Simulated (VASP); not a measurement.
Here is a VASP 6.6.1 calculation.

File INCAR:

```
PREC     = Accurate       # precision mode
ENCUT    = 600            # plane-wave cutoff, eV
EDIFF    = 1E-6           # SCF threshold, eV
ISMEAR   = -1             # smearing method
SIGMA    = 0.1            # smearing width, eV
LREAL    = False          # projectors in reciprocal space
LASPH    = True           # aspherical terms in the spheres
NELM     = 100            # most SCF steps
ALGO     = Normal         # electronic algorithm
ISIF     = 3              # what is computed and relaxed
LWAVE    = False          # write WAVECAR
LCHARG   = False          # write CHGCAR
GGA      = PE             # functional
IBRION   = 2              # ionic algorithm
NSW      = 32             # ionic steps
EDIFFG   = -0.005         # ionic threshold
PSTRESS  = 390.0
```

The input KPOINTS:

```
Automatic mesh
0
Gamma
  16 16 9
```

File POSCAR:

```
Ga
1.0
    2.6568717997      0.0000000000      0.0000000000
   -1.3284358998      2.3009184731      0.0000000000
    0.0000000000      0.0000000000      4.3992240860
Ga
2
Direct
    0.3333333333      0.6666666667      0.2500000000
    0.6666666667      0.3333333333      0.7500000000
```

Potentials or basis: VASP PAW PBE potentials, release 64 (Ga_d).

The run is started by

```bash
$ cat potpaw_PBE.64/Ga_d/POTCAR > POTCAR
$ mpirun -np 1 vasp_std > vasp.out
```

Question: Estimate the relaxed volume.

Answer: 13.47 Å³/atom.

Question: Estimate the relaxed cell.

Answer: a = 2.658 Å, b = 2.658 Å, c = 4.401 Å, α = 90.00°, β = 90.00°, γ = 120.00°.

Question: What does it give for the space group after relaxing (to 0.05 Å)?

Answer: P6_3/mmc (No. 194).

Final structure:
```xyz
2
Lattice="2.6584 0.0000 0.0000 -1.3292 2.3022 0.0000 0.0000 0.0000 4.4013" Properties=species:S:1:pos:R:3 pbc="T T T"
Ga    0.0000    1.5348    1.1003
Ga    1.3292    0.7674    3.3009
```

Caveat: the cell is relaxed towards a set pressure, so the enthalpy falls and the energy may rise.
